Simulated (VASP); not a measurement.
Wanted: the native input for a VASP 6.6.1 run.

* Task: single point
* Functional: r2SCAN
* Potentials or basis: VASP PAW PBE potentials, release 64 (Cu, O)
* Cutoff: 520 eV
* k mesh: 9 × 9 × 5
* Occupations: fermi-dirac, width 0.05 eV
* Spin: no spin polarisation
* Dipole correction: no
* Further INCAR settings: ALGO = Normal; EDIFF = 1e-06; NBANDS = 25

CuO:

```xyz
4
Lattice="2.8602 0.0000 0.0000 0.0388 2.8600 0.0000 0.0174 0.0171 5.1416" Properties=species:S:1:pos:R:3 pbc="T T T"
Cu    0.0194    1.4300    0.0000
Cu    1.4388    0.0086    2.5708
O     2.8688    0.0176    3.8556
O     0.0476    2.8595    1.2860
```

One way to write it, as run:

POSCAR

```
CuO
1.0
    2.8601748718      0.0000000000      0.0000000000
    0.0388105168      2.8599548740      0.0000000000
    0.0173779641      0.0171291597      5.1415976211
Cu O
2 2
Direct
    0.0000000000      0.5000000000      0.0000000000
    0.5000000000      0.0000000000      0.5000000000
    0.9984239700      0.0016717800      0.7498871000
    0.0015760300      0.9983282200      0.2501129000
```

INCAR.step1

```
SYSTEM = CuO
  PREC = Accurate
  ENCUT = 520
  ISMEAR = -1
  SIGMA = 0.05
  LREAL = .FALSE.
  LASPH = .TRUE.
  NELM = 100
  NBANDS = 25
  GGA = PE
  ALGO = Normal
  EDIFF = 1E-4
  LWAVE = .TRUE.
  LCHARG = .FALSE.
```

INCAR.step2

```
SYSTEM = CuO
  PREC = Accurate
  ENCUT = 520
  EDIFF = 1E-6
  ISMEAR = -1
  SIGMA = 0.05
  LREAL = .FALSE.
  LASPH = .TRUE.
  NELM = 100
  ALGO = Normal
  ISIF = 2
  LWAVE = .FALSE.
  LCHARG = .TRUE.
  METAGGA = R2SCAN
  LMIXTAU = .TRUE.
  LELF = .TRUE.
  LVHAR = .TRUE.
  NBANDS = 25
  ISTART = 1
```

KPOINTS

```
Automatic mesh
0
G
  9 9 5
  0 0 0
```

Potentials or basis: VASP PAW PBE potentials, release 64 (Cu, O).

Launch:

```console
$ cat potpaw_PBE.64/Cu/POTCAR potpaw_PBE.64/O/POTCAR > POTCAR
$ cp INCAR.step1 INCAR
$ mpirun -np 1 vasp_std > vasp.out
$ cp INCAR.step2 INCAR
$ mpirun -np 1 vasp_std > vasp.out
```

Results of the run:

| Item | Value |
| --- | --- |
| Pressure | 3.9 GPa |
| Largest force | 0.011 eV/Å |
| Band gap on the k mesh | zero (bands 17 and 18 overlap by 0.96 eV) |

Caveat: the cell stands under pressure; the PAW data sets were made with another functional, which shifts forces and pressure a little; semilocal functionals often make such compounds metallic where correlation or magnetic order opens a gap, which also shifts bond lengths.

Wall time 7.3 min on 1 thread of Intel(R) Xeon(R) Platinum 8375C CPU @ 2.90GHz (Ice Lake), with other jobs on the host, peak memory 0.3 GiB.
